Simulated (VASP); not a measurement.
# HCl: single point with PBEsol

Crystal: HCl.

```
H Cl
1.0
     0.00000    2.24360    2.24360
     2.24360    0.00000    2.24360
     2.24360    2.24360    0.00000
H Cl
1 1
Direct
  0.00000 0.00000 0.00000
  0.50000 0.50000 0.50000
```

```
Program             : VASP 6.6.1
Task                : single point
Functional          : PBEsol
Potentials or basis : VASP PAW PBE potentials, release 64 (H, Cl)
Cutoff              : 520 eV
k mesh              : 16 × 16 × 16
Occupations         : gaussian, width 0.1 eV
Spin                : no spin polarisation
```

| Item | Value |
| --- | --- |
| Pressure | -2.0 GPa |
| Band gap on the k mesh | zero (bands 4 and 5 overlap by 1.33 eV) |

Levels at points of the mesh, in eV from the Fermi level:
```csv
k point,band 1,band 2,band 3,band 4,band 5,band 6,band 7,band 8,band 9
"(0.00, 0.00, 0.00)",-15.96,0.08,0.08,0.08,0.92,12.68,12.68,12.68,16.39
"(0.50, 0.00, 0.00)",-14.06,-6.73,-0.44,-0.44,4.44,8.07,11.04,11.04,18.61
"(0.50, 0.50, 0.00)",-13.56,-4.75,-1.80,-1.80,-1.24,7.96,17.38,19.53,19.64
```

Wall time 26 s on 1 thread of Intel Xeon 8259CL, with other jobs on the host, peak memory 0.16 GiB.

Caveat: the PAW data sets were made with another functional, which shifts forces and pressure a little.
